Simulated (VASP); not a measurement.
Here is a VASP 6.6.1 calculation.

Contents of POSCAR:

```
Ta
1.0
   -1.6512800000      1.6512800000      1.5893570000
    1.6512800000     -1.6512800000      1.5893570000
    1.6512800000      1.6512800000     -1.5893570000
Ta
1
Direct
    0.0000000000      0.0000000000      0.0000000000
```

The input INCAR.step1:

```
SYSTEM = Ta
PREC = Accurate
ENCUT = 520
ISMEAR = 0
SIGMA = 0.15
LREAL = .FALSE.
LASPH = .TRUE.
NELM = 100
NBANDS = 12
GGA = PE
ALGO = Normal
EDIFF = 1E-4
LWAVE = .TRUE.
LCHARG = .FALSE.
```

File INCAR.step2:

```
SYSTEM = Ta
PREC = Accurate
ENCUT = 520
EDIFF = 1E-6
ISMEAR = 0
SIGMA = 0.15
LREAL = .FALSE.
LASPH = .TRUE.
NELM = 100
ALGO = Normal
ISIF = 2
LWAVE = .FALSE.
LCHARG = .FALSE.
METAGGA = R2SCAN
LMIXTAU = .TRUE.
NBANDS = 12
ISTART = 1
```

Contents of KPOINTS:

```
Automatic mesh
0
G
  20 20 20
  0 0 0
```

Potentials or basis: VASP PAW PBE potentials, release 64 (Ta_pv).

Command:

```bash
$ cat potpaw_PBE.64/Ta_pv/POTCAR > POTCAR
$ cp INCAR.step1 INCAR
$ mpirun -np 1 vasp_std > vasp.out
$ cp INCAR.step2 INCAR
$ mpirun -np 1 vasp_std > vasp.out
```

Problem. Predict the band gap on the k mesh.

Solution. Zero (an odd number of electrons rules out a gap without spin polarisation).

Problem. Estimate the pressure.

Solution. 9.9 GPa.

Stress tensor (GPa, compression positive):
```
 8.20  0.00  0.00
 0.00  8.20  0.00
 0.00  0.00 13.22
```

Caveat: the cell differs from its parent crystal (strain -0.0375 x Voigt [0, 0, 1, 0, 0, 0]); the cell stands under pressure; the PAW data sets were made with another functional, which shifts forces and pressure a little; spin-orbit coupling is left out, which moves the levels of the heavy elements.
